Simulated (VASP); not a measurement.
TaN, 2 atoms in the cell. It takes space group Fm-3m (No. 225, cubic). The conventional cell has a = 4.358 Å, b = 4.358 Å, c = 4.358 Å, α = 90.00°, β = 90.00°, γ = 90.00°. Ta (site symmetry m-3m) has 6 N at 2.18 Å within 2.9 Å. Within 2.9 Å of N (site symmetry m-3m) lie 6 Ta at 2.18 Å. 

```yaml
Program: VASP 6.6.1
Task: single point
Functional: PBE
Potentials_or_basis: VASP PAW PBE potentials, release 64 (Ta_pv, N)
Cutoff: 600 eV
k_mesh: 11 × 11 × 11
Occupations: methfessel-paxton, width 0.025 eV
Spin: no spin polarisation
Dipole_correction: no
Further_INCAR_settings: ALGO = Normal; EDIFF = 1e-06; NBANDS = 15
```

Potentials or basis: VASP PAW PBE potentials, release 64 (Ta_pv, N).

Launch:

```sh
$ cat potpaw_PBE.64/Ta_pv/POTCAR potpaw_PBE.64/N/POTCAR > POTCAR
$ mpirun -np 1 vasp_std > vasp.out
```

Hardware: 1 thread of Intel Xeon 8259CL, with other jobs on the host.

Problem. Estimate the wall time of this run.

Solution. Run time: 46 s on 1 thread of Intel Xeon 8259CL, on a shared host, peak memory 0.17 GiB. Counts: scf iterations 13, k points 56.
